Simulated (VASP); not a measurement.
ZnSe, 2 atoms in the cell. Symmetry: F-43m, No. 216, cubic system. The conventional cell has a = 5.665 Å, b = 5.665 Å, c = 5.665 Å, α = 90.00°, β = 90.00°, γ = 90.00°. Zn (site symmetry -43m) has 4 Se at 2.45 Å within 3.2 Å. Se (site symmetry -43m) has 4 Zn at 2.45 Å within 3.2 Å. 

* Program: VASP 6.6.1
* Task: single point
* Functional: PBE
* Dispersion: D3(BJ)
* Potentials or basis: VASP PAW PBE potentials, release 64 (Zn, Se)
* Cutoff: 500 eV
* k mesh: 6 × 6 × 6
* Occupations: gaussian, width 0.01 eV
* Spin: no spin polarisation
* Dipole correction: no
* Further INCAR settings: ALGO = Normal; EDIFF = 1e-06; NBANDS = 16

Potentials or basis: VASP PAW PBE potentials, release 64 (Zn, Se).

Command:

```bash
$ cat potpaw_PBE.64/Zn/POTCAR potpaw_PBE.64/Se/POTCAR > POTCAR
$ mpirun -np 1 vasp_std > vasp.out
```

Hardware: 1 thread of Intel(R) Xeon(R) Platinum 8175M CPU @ 2.50GHz (Skylake/Cascade Lake), on a shared host.

How long does it take, and how much memory?

Run time: 18 s on 1 thread of Intel(R) Xeon(R) Platinum 8175M CPU @ 2.50GHz (Skylake/Cascade Lake), on a shared host, peak memory 0.17 GiB. Counts: scf iterations 13, k points 16.
